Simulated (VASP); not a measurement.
Write the native input for VASP 6.6.1 that does the following.

```
Task                   : single point
Functional             : PBEsol
Potentials or basis    : VASP PAW PBE potentials, release 64 (F)
Cutoff                 : 520 eV
k mesh                 : 8 × 8 × 4
Occupations            : gaussian, width 0.02 eV
Spin                   : no spin polarisation
Dipole correction      : no
Further INCAR settings : ALGO = Normal; EDIFF = 1e-06; NBANDS = 22
```

The structure of F lies in POSCAR:

```
F
1.0
    2.7371040930     -1.6263664690      0.0001869816
    2.7458753798      1.6410744194     -0.0031151458
   -1.5337593117     -0.0112685048      7.0904118682
F
4
Direct
    0.9360478669      0.5935349484      0.1019271530
    0.4233262302      0.0245883255      0.3862601913
    0.0156923352      0.4189427966      0.9170805336
    0.6204574401      0.9517514056      0.5969000129
```

This cell differs from its parent crystal: atoms moved at random and the cell strained at random.

One way to write it, as run:

INCAR

```
SYSTEM = F
PREC     = Accurate       ! precision mode
ENCUT    = 520            ! plane-wave cutoff, eV
EDIFF    = 1E-6           ! SCF threshold, eV
ISMEAR   = 0              ! smearing method
SIGMA    = 0.02           ! smearing width, eV
LREAL    = .FALSE.        ! projectors in reciprocal space
LASPH    = .TRUE.         ! aspherical terms in the spheres
NELM     = 60             ! most SCF steps
ALGO     = Normal         ! electronic algorithm
ISIF     = 2              ! what is computed and relaxed
LWAVE    = .FALSE.        ! write WAVECAR
LCHARG   = .FALSE.        ! write CHGCAR
GGA      = PS             ! functional
NBANDS   = 22             ! bands
```

KPOINTS

```
regular mesh
0
G
  8 8 4
  0 0 0
```

Potentials or basis: VASP PAW PBE potentials, release 64 (F).

The run is started by

```sh
$ cat potpaw_PBE.64/F/POTCAR > POTCAR
$ mpirun -np 1 vasp_std > vasp.out
```

Results of the run:

The pressure is -2.8 GPa, the largest force is 3.252 eV/Å and the band gap on the k mesh is 1.46 eV, direct.

Caveat: the cell differs from its parent crystal (atoms moved at random and the cell strained at random); the PAW data sets were made with another functional, which shifts forces and pressure a little.

It took 2.9 min on 1 thread of Intel(R) Xeon(R) Platinum 8175M CPU @ 2.50GHz (Skylake/Cascade Lake) (shared host), peak memory 0.25 GiB.
